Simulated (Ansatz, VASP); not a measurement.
One calculation of Al, two programs

POSCAR

```
Al
1.0
   -2.8221979689      0.0000000000      0.0000000000
   -1.4110989845     -2.4440951356      0.0000000000
   -2.8223390788     -1.6294782269     18.5241186883
Al
8
Direct
    0.5416437500      0.5416437500      0.6875000000
    0.8749937500      0.8749937500      0.1875000000
   -0.2083604167     -0.2083604167      0.8125000000
    0.1249895833      0.1249895833      0.3125000000
    0.3749687500      0.3749687500      0.9375000000
    0.7083187500      0.7083187500      0.4375000000
    0.6249979167      0.6249979167      0.0625000000
    0.2916479167      0.2916479167      0.5625000000
```

Contents of INCAR.step1:

```
SYSTEM = Al
  ALGO = Normal
  EDIFF = 1E-4
  ENCUT = 520
  GGA = PE
  ISMEAR = 0
  LASPH = .TRUE.
  LCHARG = .FALSE.
  LREAL = .FALSE.
  LWAVE = .TRUE.
  NBANDS = 22
  NELM = 100
  PREC = Accurate
  SIGMA = 0.15
```

INCAR.step2

```
SYSTEM = Al
  ALGO = Normal
  EDIFF = 1E-6
  ENCUT = 520
  ISIF = 2
  ISMEAR = 0
  ISTART = 1
  LASPH = .TRUE.
  LCHARG = .FALSE.
  LMIXTAU = .TRUE.
  LREAL = .FALSE.
  LWAVE = .FALSE.
  METAGGA = R2SCAN
  NBANDS = 22
  NELM = 100
  PREC = Accurate
  SIGMA = 0.15
```

File KPOINTS:

```
k-points
0
G
  19 19 3
  0 0 0
```

Input for Ansatz:

```yaml
crystal:
  lattice:
    - [-2.8221979689, 0.0, 0.0]
    - [-1.4110989845, -2.4440951356, 0.0]
    - [-2.8223390788, -1.6294782269, 18.5241186883]
  atoms:
    - { symbol: Al, position: [0.54164375, 0.54164375, 0.6875] }
    - { symbol: Al, position: [0.87499375, 0.87499375, 0.1875] }
    - { symbol: Al, position: [-0.2083604167, -0.2083604167, 0.8125] }
    - { symbol: Al, position: [0.1249895833, 0.1249895833, 0.3125] }
    - { symbol: Al, position: [0.37496875, 0.37496875, 0.9375] }
    - { symbol: Al, position: [0.70831875, 0.70831875, 0.4375] }
    - { symbol: Al, position: [0.6249979167, 0.6249979167, 0.0625] }
    - { symbol: Al, position: [0.2916479167, 0.2916479167, 0.5625] }
basis:
  ecutwfc: 500
kpoints:
  mp_grid: { grid: [19, 19, 3] }
hamiltonian:
  xc: r2scan
scf:
  occupations: { method: gaussian, width: 0.15 }
output:
  forces: true
  stress: true
  eigenvalues: true
```

Alike in both runs: task single point; functional r2SCAN; k mesh 19 × 19 × 3; occupations gaussian, width 0.15 eV; no spin polarisation.

```csv
,VASP,Ansatz
version,VASP 6.6.1,Ansatz 0.2.0
potentials or method,"VASP PAW PBE potentials, release 64 (Al), cutoff 520 eV","scalar-relativistic, plane waves, PAW"
valence electrons in the cell,24,24
```

|  | VASP | Ansatz | Ansatz less VASP |
| --- | --- | --- | --- |
| gap on the k mesh at the Fermi level (eV) | none | none | - |
| pressure (GPa) | -0.3 | 0.1 | +0.32 |
| traceless stress, the component that is largest in VASP (GPa) | -0.19 | -0.19 | -0.003 |
| rms of the force components (eV/Å) | 0.025 | 0.026 | +0.0003 |

VASP's potentials were made for PBE, not for r2SCAN. Atom by atom the forces differ by 0.000 eV/Å (rms over components). A gap of «none» marks a metal or a gap that the smearing closes.
